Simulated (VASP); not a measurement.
Crystal: BP.

```
B P
1.0
     0.00000    2.27000    2.27000
     2.27000    0.00000    2.27000
     2.27000    2.27000    0.00000
B P
1 1
Direct
  0.00000 0.00000 0.00000
  0.25000 0.25000 0.25000
```

- Program: VASP 6.6.1
- Task: relaxation of cell and atoms
- Functional: LDA
- Potentials or basis: VASP PAW LDA potentials, release 64 (B, P)
- Cutoff: 500 eV
- k mesh: 4 × 4 × 4
- Occupations: gaussian, width 0.01 eV
- Spin: no spin polarisation

At the start: pressure -4.5 GPa; volume 11.70 Å³/atom.

How do energy, volume and symmetry change on relaxing?

Over 3 steps the energy falls by 4.5 meV/atom and the volume is 11.39 Å³/atom (-2.7 %); space group F-43m (No. 216, to 0.05 Å).

The path:
| step | energy change (eV) | largest force (eV/Å) | pressure (GPa) | volume (Å³) |
| --- | --- | --- | --- | --- |
| 1 | 0.0000 | 0.0000 | -4.48 | 23.39 |
| 2 | -0.0036 | 0.0000 | 3.73 | 22.30 |
| 3 | -0.0089 | 0.0000 | -0.01 | 22.77 |

Final structure:
```
B P
1.0
     0.00000    2.24964    2.24964
     2.24964    0.00000    2.24964
     2.24964    2.24964    0.00000
B P
1 1
Cartesian
  0.0000 0.0000 0.0000
  1.1248 1.1248 1.1248
```

Caveat: the k points lie up to 0.60 Å⁻¹ apart in the final cell.
